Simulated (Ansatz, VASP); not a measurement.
One calculation of Zr3Ti2N5, two programs

Contents of INCAR:

```
SYSTEM = Zr3Ti2N5
ALGO     = Normal         ! electronic algorithm
EDIFF    = 1E-7           ! SCF threshold, eV
ENCUT    = 520            ! plane-wave cutoff, eV
GGA      = PE             ! functional
ISIF     = 2              ! what is computed and relaxed
ISMEAR   = 0              ! smearing method
LASPH    = .True.         ! aspherical terms in the spheres
LCHARG   = .True.         ! write CHGCAR
LELF     = .True.         ! ELF
LREAL    = .False.        ! projectors in reciprocal space
LVHAR    = .True.       
LWAVE    = .False.        ! write WAVECAR
NBANDS   = 54             ! bands
NELM     = 60             ! most SCF steps
PREC     = Accurate       ! precision mode
SIGMA    = 0.1            ! smearing width, eV
```

The input KPOINTS:

```
k-points
0
Gamma
  6 6 6
  0 0 0
```

POSCAR

```
Zr3Ti2N5
1.0
    1.5796884000      0.9120335000     12.8677111000
   -1.5796884000      0.9120335000     12.8677111000
    0.0000000000     -1.8240670000     12.8677111000
Zr Ti N
3 2 5
Direct
    0.0964270000      0.0964270000      0.0964270000
    0.9035730000      0.9035730000      0.9035730000
    0.5000000000      0.5000000000      0.5000000000
    0.6971350000      0.6971350000      0.6971350000
    0.3028650000      0.3028650000      0.3028650000
    0.3947720000      0.3947720000      0.3947720000
    0.0000000000      0.0000000000      0.0000000000
    0.6052280000      0.6052280000      0.6052280000
    0.2019920000      0.2019920000      0.2019920000
    0.7980080000      0.7980080000      0.7980080000
```

Input for Ansatz:

```yaml
crystal:
  lattice:
    - [1.5796884, 0.9120335, 12.8677111]
    - [-1.5796884, 0.9120335, 12.8677111]
    - [0.0, -1.824067, 12.8677111]
  atoms:
    - { symbol: Zr, position: [0.096427, 0.096427, 0.096427] }
    - { symbol: Zr, position: [0.903573, 0.903573, 0.903573] }
    - { symbol: Zr, position: [0.5, 0.5, 0.5] }
    - { symbol: Ti, position: [0.697135, 0.697135, 0.697135] }
    - { symbol: Ti, position: [0.302865, 0.302865, 0.302865] }
    - { symbol: "N", position: [0.394772, 0.394772, 0.394772] }
    - { symbol: "N", position: [0.0, 0.0, 0.0] }
    - { symbol: "N", position: [0.605228, 0.605228, 0.605228] }
    - { symbol: "N", position: [0.201992, 0.201992, 0.201992] }
    - { symbol: "N", position: [0.798008, 0.798008, 0.798008] }
basis:
  ecutwfc: 420
kpoints:
  mp_grid: { grid: [6, 6, 6] }
hamiltonian:
  xc: pbe
scf:
  occupations: { method: gaussian, width: 0.1 }
  lower_state_search: "off"
output:
  forces: true
  stress: true
  eigenvalues: true
```

Alike in both runs: task single point; functional PBE; k mesh 6 × 6 × 6; occupations gaussian, width 0.1 eV; no spin polarisation.

```csv
,VASP,Ansatz
version,VASP 6.6.1,Ansatz 0.2.0
potentials or method,"VASP PAW PBE potentials, release 64 (Zr_sv, Ti_sv, N), cutoff 520 eV","scalar-relativistic, plane waves, PAW"
valence electrons in the cell,85,85
```

Ansatz gave:

```
gap on the k mesh at the Fermi level (eV)                     : none
pressure (GPa)                                                : -0.1
traceless stress, the component that is largest in VASP (GPa) : 0.29
rms of the force components (eV/Å)                            : 0.023
```

Estimate VASP's values.

gap on the k mesh at the Fermi level (eV): none; pressure (GPa): 0.3; traceless stress, the component that is largest in VASP (GPa): 0.27; rms of the force components (eV/Å): 0.024.

Atom by atom the forces differ by 0.003 eV/Å (rms over components). A gap of «none» marks a metal or a gap that the smearing closes.

The k mesh is coarse, so the values compare programs but aren't converged.
